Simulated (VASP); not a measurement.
# Al16SiN15 (a cell with a defect) in VASP: single point with PBE

Aim: the single point of Al16SiN15 (a cell with a defect) with PBE.

Program: VASP 6.6.1. These are calculated values, not measurements. Logs are shortened: lines on timing, memory, paths and dates and some standing lists are left out, and cuts for length are marked.

## Step 1: The cell of the first run

The cell holds a defect, 32 atoms: a = 6.260 Å, b = 6.260 Å, c = 10.035 Å, α = 90.00°, β = 90.00°, γ = 120.00°.

## Step 2: Single point, PBE

The input, INCAR:

```
  PREC = Accurate
  ENCUT = 520
  EDIFF = 1E-6
  ISMEAR = -1
  SIGMA = 0.01
  LREAL = Auto
  LASPH = True
  NELM = 100
  ALGO = Normal
  ISIF = 2
  LWAVE = False
  LCHARG = False
  GGA = PE
  NBANDS = 86
  NELECT = 128.0
```

The input, KPOINTS:

```
Automatic mesh
0
Gamma
  2 2 2
  0.5 0.5 0.5
```

The input, POSCAR:

```
Al16SiN15
1.0
    6.2595139326      0.0000000578      0.0000000000
   -3.1297570163      5.4208980521      0.0000000000
    0.0000000000      0.0000000000     10.0348065068
Al N Si
16 15 1
Direct
    0.3336931395      0.1631284685      0.2525980212
    0.1651006957      0.3319998297      0.4982025374
    0.3284038448      0.1683836797      0.7557312252
    0.1645140858      0.3324748287      1.0074409029
    0.3339261141      0.6704996726      0.2522888334
    0.1939724828      0.8479563969      0.5142930607
    0.3283888198      0.6599763780      0.7556108925
    0.1682618357      0.8342603246      0.9922254117
    0.8263765454      0.1630446409      0.2522168709
    0.6496001443      0.3036584054      0.5142194990
    0.8369389601      0.1686074813      0.7556908990
    0.6623814943      0.3285211060      0.9922302843
    0.8313117887      0.6654504168      0.2122141665
    0.6484290080      0.8487698736      0.5142954499
    0.8308326431      0.6661049415      0.7384534598
    0.6618449375      0.8350956542      0.9926648866
    0.3315535993      0.1661444971      0.4424612585
    0.1657734170      0.3312175686      0.1956334304
    0.3263500049      0.1701932132      0.9407678701
    0.1655472996      0.3311054221      0.6898918678
    0.3304658647      0.6700748125      0.4424969266
    0.1779982793      0.8369169095      0.1770016869
    0.3257657332      0.6590872511      0.9406023314
    0.1771046098      0.8371993916      0.7032923033
    0.8269923792      0.1666233372      0.4423782208
    0.6598576678      0.3189878961      0.1769949811
    0.8377338458      0.1711726256      0.9407123803
    0.6596400528      0.3197008116      0.7032984199
    0.6598069790      0.8368967576      0.1778082760
    0.8292248387      0.6674504732      0.9367165167
    0.6598068639      0.8372385977      0.7028091981
    0.8299398707      0.6679304669      0.4309145289
```

Potentials or basis: VASP PAW PBE potentials, release 64 (Al, N, Si).

On the command line:

```sh
$ cat potpaw_PBE.64/Al/POTCAR potpaw_PBE.64/N/POTCAR potpaw_PBE.64/Si/POTCAR > POTCAR
$ mpirun -np 1 vasp_std > vasp.out
```

OUTCAR:

```text
PREC = Accurate
   ENCUT = 520
   EDIFF = 1E-6
   ISMEAR = -1
   LREAL = Auto
   LASPH = True
   NELM = 100
   ISIF = 2
   GGA = PE
   NELECT = 128.0

 ion  position               nearest neighbor table
   1  0.334  0.163  0.253-  17 1.91  18 1.91  26 1.92  22 1.92   4 3.07   2 3.07   9 3.08   5 3.08
                             6 3.13  10 3.14  13 3.16  13 3.16  12 3.16   8 3.16   5 3.18   9 3.18
   2  0.165  0.332  0.498-  17 1.89  21 1.92  25 1.92  20 1.92   1 3.07   5 3.08   9 3.08   6 3.13
                            10 3.13   3 3.13   7 3.14  11 3.14  14 3.14  14 3.14  10 3.15   6 3.15
   3  0.328  0.168  0.756-  19 1.86  24 1.87  28 1.87  20 1.88  12 2.99   6 2.99   8 2.99  10 2.99
                            11 3.08   7 3.08   4 3.09   2 3.13  15 3.13  15 3.14   7 3.18  11 3.18
   4  0.165  0.332  0.007-  19 1.88  18 1.89  23 1.89  27 1.89   9 3.06   5 3.07   1 3.07  11 3.09
                             7 3.09   3 3.09  12 3.13   8 3.13  16 3.13  16 3.13   8 3.13  12 3.13
   5  0.334  0.670  0.252-  22 1.90  21 1.91  29 1.92  18 1.93   4 3.07   2 3.08   9 3.08   1 3.08
                            14 3.14   6 3.14  16 3.15  13 3.16  13 3.16   8 3.16   1 3.18   9 3.18
   6  0.194  0.848  0.514-  21 1.85  17 1.87  24 1.90  32 2.14  14 2.84  10 2.85   3 2.99  15 2.99
                             7 2.99   2 3.13   1 3.13   5 3.14   2 3.15
   7  0.328  0.660  0.756-  23 1.86  24 1.86  31 1.87  20 1.90  14 2.98   8 2.99  16 2.99   6 2.99
                            11 3.08   3 3.08   4 3.09  15 3.13   2 3.14  15 3.14   3 3.18  11 3.18
   8  0.168  0.834  0.992-  22 1.85  23 1.88  19 1.89  30 1.92  13 2.87   3 2.99   7 2.99  16 3.09
                            12 3.09   4 3.13   4 3.13  15 3.14   5 3.16   1 3.16  12 3.17  16 3.17
   9  0.826  0.163  0.252-  26 1.90  25 1.91  29 1.92  18 1.93   4 3.06   2 3.08   5 3.08   1 3.08
[... 15 lines left out ...]
  17  0.332  0.166  0.442-  10 1.87   6 1.87   2 1.89   1 1.91
  18  0.166  0.331  0.196-   4 1.89   1 1.91   5 1.93   9 1.93
  19  0.326  0.170  0.941-   3 1.86   4 1.88   8 1.89  12 1.89
  20  0.166  0.331  0.690-   3 1.88  11 1.90   7 1.90   2 1.92
  21  0.330  0.670  0.442-   6 1.85  14 1.87   5 1.91   2 1.92
  22  0.178  0.837  0.177-   8 1.85   5 1.90  13 1.91   1 1.92
  23  0.326  0.659  0.941-   7 1.86   8 1.88   4 1.89  16 1.90
  24  0.177  0.837  0.703-   7 1.86   3 1.87   6 1.90  15 1.91
  25  0.827  0.167  0.442-  10 1.85  14 1.87   9 1.91   2 1.92
  26  0.660  0.319  0.177-  12 1.85   9 1.90  13 1.91   1 1.92
  27  0.838  0.171  0.941-  11 1.86  12 1.88   4 1.89  16 1.90
  28  0.660  0.320  0.703-  11 1.86   3 1.87  10 1.90  15 1.91
  29  0.660  0.837  0.178-  16 1.86  13 1.89   5 1.92   9 1.92
  30  0.829  0.667  0.937-  16 1.90  12 1.92   8 1.92  15 1.99
  31  0.660  0.837  0.703-  11 1.87   7 1.87  15 1.89  14 1.90
  32  0.830  0.668  0.431-  14 2.14   6 2.14  10 2.14  13 2.19  15 3.09

  LATTYP: Found a hexagonal cell.
 ALAT       =     6.2595139326
 C/A-ratio  =     1.6031287117

  Lattice vectors:

 A1 = (   6.2595139326,   0.0000000578,   0.0000000000)
 A2 = (  -3.1297570163,   5.4208980521,   0.0000000000)
 A3 = (   0.0000000000,   0.0000000000,  10.0348065068)

Analysis of symmetry for initial positions (statically):
=====================================================================
 Subroutine PRICEL returns:
 Original cell was already a primitive cell.

 Routine SETGRP: Setting up the symmetry group for a
 hexagonal supercell.

 Subroutine GETGRP returns: Found  1 space group operations
 (whereof  1 operations were pure point group operations)
 out of a pool of 24 trial point group operations.

The static configuration has the point symmetry C_1 .

Analysis of symmetry for dynamics (positions and initial velocities):
=====================================================================
 Subroutine PRICEL returns:
 Original cell was already a primitive cell.

 Routine SETGRP: Setting up the symmetry group for a
 hexagonal supercell.

 Subroutine GETGRP returns: Found  1 space group operations
 (whereof  1 operations were pure point group operations)
 out of a pool of 24 trial point group operations.

The dynamic configuration has the point symmetry C_1 .

 Subroutine INISYM returns: Found  1 space group operations
 (whereof  1 operations are pure point group operations),
 and found     1 'primitive' translations

----------------------------------------------------------------------------------------

                                     Primitive cell

  volume of cell :     340.5029

  direct lattice vectors                    reciprocal lattice vectors
[... 81 lines left out ...]
 Grid dimensions read from file:
 generate k-points for:    2    2    2

 Generating k-lattice:

  Cartesian coordinates                     Fractional coordinates (reciprocal lattice)
     0.079878406  0.046117820  0.000000000     0.500000000  0.000000000  0.000000000
    -0.000000001  0.092235639  0.000000000     0.000000000  0.500000000  0.000000000
     0.000000000  0.000000000  0.049826571     0.000000000  0.000000000  0.500000000

  Length of vectors
     0.092235639  0.092235639  0.049826571

  Shift w.r.t. Gamma in fractional coordinates (k-lattice)
     0.500000000  0.500000000  0.500000000

 Subroutine IBZKPT returns following result:
 ===========================================

 Found     12 irreducible k-points:

 Following reciprocal coordinates:
            Coordinates               Weight
  0.250000  0.250000  0.250000      2.000000
 -0.250000  0.500000  0.250000      2.000000
  0.500000  0.250000  0.250000      2.000000
 -0.250000 -0.250000  0.250000      2.000000
  0.250000  0.500000  0.250000      2.000000
  0.500000 -0.250000  0.250000      2.000000
 -0.250000  0.250000  0.250000      2.000000
 -0.250000  0.000000  0.250000      2.000000
  0.000000 -0.250000  0.250000      2.000000
  0.250000 -0.250000  0.250000      2.000000
  0.250000  0.000000  0.250000      2.000000
 -0.000000  0.250000  0.250000      2.000000
   k-points           NKPTS =     12   k-points in BZ     NKDIM =     12   number of bands    NBANDS=     86
   number of dos      NEDOS =    301   number of ions     NIONS =     32
   total plane-waves  NPLWV = 184320
   dimension x,y,z NGX =    48 NGY =   48 NGZ =   80
   dimension x,y,z NGXF=    96 NGYF=   96 NGZF=  160
   ions per type =              16  15   1
   NGX,Y,Z   is equivalent  to a cutoff of  12.75, 12.75, 13.25 a.u.
   NGXF,Y,Z  is equivalent  to a cutoff of  25.50, 25.50, 26.51 a.u.
 SYSTEM =  unknown system
   PREC   = accura    normal or accurate (medium, high low for compatibility)
   ISTART =      0    job   : 0-new  1-cont  2-samecut
   ICHARG =      2    charge: 1-file 2-atom 10-const
   ISPIN  =      1    spin polarized calculation?
   LNONCOLLINEAR =      F non collinear calculations
   LSORBIT =      F    spin-orbit coupling
   LASPH  =      T    aspherical Exc in radial PAW
   ENCUT  =  520.0 eV  38.22 Ry    6.18 a.u.  11.64 11.64 18.66*2*pi/ulx,y,z
   NELM   =    100;   NELMIN=  2; NELMDL= -5     # of ELM steps
   EDIFF  = 0.1E-05   stopping-criterion for ELM
   LREAL  =      T    real-space projection
   EDIFFG = 0.1E-04   stopping-criterion for IOM
   NSW    =      0    number of steps for IOM
[... 5 lines left out ...]
   TEBEG  =    0.0;   TEEND  =   0.0 temperature during run
   PSTRESS=    0.0 pullay stress
   NELECT =     128.0000    total number of electrons
   NUPDOWN=      -1.0000    fix difference up-down
   EMIN   =  10.00;   EMAX   =-10.00  energy-range for DOS
   EFERMI =   0.00;   METHOD = LEGACY
   ISMEAR =    -1;   SIGMA  =   0.01  broadening in eV -4-tet -1-fermi 0-gaus
   EFERMI_NEDOS =   21; number of points for ismear=-14 and -15
   IALGO  =     38    algorithm
   IMIX   =      4    mixing-type and parameters
     AMIX     =   0.40;   BMIX     =  1.00
     AMIX_MAG =   1.60;   BMIX_MAG =  1.00
  volume/ion in A,a.u.               =      10.64        71.81
  Fermi-wavevector in a.u.,A,eV,Ry     =   1.181511  2.232733 18.993310  1.395969
  Thomas-Fermi vector in A             =   2.317783
   LORBIT       =      0    0 simple, 1 ext, 2 COOP (PROOUT), +10 PAW based schemes
   GGA     = PE    functional components
   LHFCALC =     F    Hartree Fock is set to
   AEXX    =    0.0000 exact exchange contribution
   IVDW    =     0    specifies the selected vdW correction
   LEPSILON=     F    determine dielectric tensor
   LRPA    =     F    only Hartree local field effects (RPA)
 non-spin polarized calculation
  energy-cutoff  :      520.00
  volume of cell :      340.50
 maximum number of plane-waves:      9165
 NGX is ok and might be reduce to    48
   NGX = 23   NGY = 23   NGZ = 37

 number of electron     127.9999993 magnetization

 Free energy of the ion-electron system (eV)
  ---------------------------------------------------
  ext. energy  EPLUGINS =         0.00000000
  ---------------------------------------------------
  free energy    TOTEN  =      -217.77893876 eV

  energy without entropy =     -217.77893876  energy(sigma->0) =     -217.77893876

 E-fermi :   9.1980     XC(G=0): -10.9607

 val. band max:        8.9680859858   @ k =   0.2500  -0.2500   0.2500
 cond. band min:      10.6042389411   @ k =   0.2500  -0.2500   0.2500
 fundamental gap:      1.6361529553
 Fermi energy:         9.1979802161

 k-point     1 :       0.2500    0.2500    0.2500
  band No.  band energies     occupation
      1      -8.5235      2.00000
      2      -7.9709      2.00000
      3      -7.9038      2.00000
      4      -7.8055      2.00000
      5      -7.4349      2.00000
      6      -7.3209      2.00000
[... 937 lines left out ...]
     75      12.4547      0.00000
     76      12.6758      0.00000
 [bands above 76 left out]

------------------------ aborting loop because EDIFF is reached ----------------------------------------

  FORCE on cell =-STRESS in cart. coord.  units (eV):
  Direction    XX          YY          ZZ          XY          YZ          ZX
  --------------------------------------------------------------------------------------
  -------------------------------------------------------------------------------------
  Total       35.8920851     33.5251924     35.7226327     -1.9918520      0.1356234     -0.2043250
  in kB      168.8839645    157.7469629    168.0866360     -9.3723132      0.6381522     -0.9614157
  external PRESSURE =     164.9058544 kB  Pullay stress =       0.0000000 kB

 VOLUME and BASIS-vectors are now :
 -----------------------------------------------------------------------------
  energy-cutoff  :      520.00
  volume of cell :      340.50
      direct lattice vectors                 reciprocal lattice vectors
     6.259513933  0.000000058  0.000000000     0.159756813  0.092235641  0.000000000
    -3.129757016  5.420898052  0.000000000    -0.000000002  0.184471279  0.000000000
     0.000000000  0.000000000 10.034806507     0.000000000  0.000000000  0.099653142

 POSITION                                       TOTAL-FORCE (eV/Angst)
 -----------------------------------------------------------------------------------
      1.57820      0.88430      2.53477         0.133530     -0.075676     -0.184481
     -0.00563      1.79974      4.99937        -0.247557      0.135830     -0.078239
      1.52865      0.91279      7.58362         0.149138     -0.086325     -0.072157
     -0.01079      1.80231      0.07467        -0.102637      0.053929     -0.156585
     -0.00829      3.63471      2.53167         0.079061     -0.050637     -0.078013
     -1.43972      4.59669      5.16083        -0.066392      0.096230     -0.089006
[... 24 lines left out ...]
      1.50972      4.53859      7.05255        -0.188545      0.104410      0.185285
      3.10456      3.62078      4.32414         0.078946     -0.057362      0.071879
 -----------------------------------------------------------------------------------
    total drift:                               -0.004623     -0.004775      0.017977

  FREE ENERGIE OF THE ION-ELECTRON SYSTEM (eV)
  ---------------------------------------------------
  free  energy   TOTEN  =      -217.7789387603 eV

  energy  without entropy=     -217.7789387603  energy(sigma->0) =     -217.77893876
```

It took 7.2 min on 1 thread of AMD EPYC 9R45 (Zen 5), shared host; peak memory 0.52 GiB.

What came out:

```yaml
Free_energy: -217.7789 eV
Largest_force: 0.414 eV/Å
```

Forces in eV/Å, atoms in the order of the input:
```
Al   0.134 -0.076 -0.184
Al  -0.248  0.136 -0.078
Al   0.149 -0.086 -0.072
Al  -0.103  0.054 -0.157
Al   0.079 -0.051 -0.078
Al  -0.066  0.096 -0.089
Al   0.124 -0.033 -0.095
Al  -0.100  0.104 -0.088
Al   0.085 -0.048 -0.078
Al  -0.113  0.015 -0.087
Al   0.090 -0.101 -0.092
Al  -0.142  0.028 -0.090
Al   0.187 -0.101 -0.120
Al  -0.142  0.079 -0.137
Al   0.160 -0.098 -0.085
Al  -0.141  0.074 -0.088
N    0.332 -0.203  0.139
N   -0.144  0.077  0.216
N    0.125 -0.061  0.075
N   -0.151  0.104  0.027
N    0.199 -0.030  0.108
N   -0.216  0.086  0.125
N    0.203 -0.091  0.095
N   -0.200  0.094  0.083
N    0.124 -0.145  0.116
N   -0.176  0.133  0.130
N    0.186 -0.129  0.087
N   -0.187  0.141  0.076
N   -0.154  0.102 -0.021
N    0.215 -0.116  0.108
N   -0.189  0.104  0.185
Si   0.079 -0.057  0.072
```

Caveat: the k points lie up to 0.58 Å⁻¹ apart; the cell carries a net charge on a neutralising background, which shifts energy and pressure; the cell is charged against a uniform background, so pressure and absolute levels hang on convention.
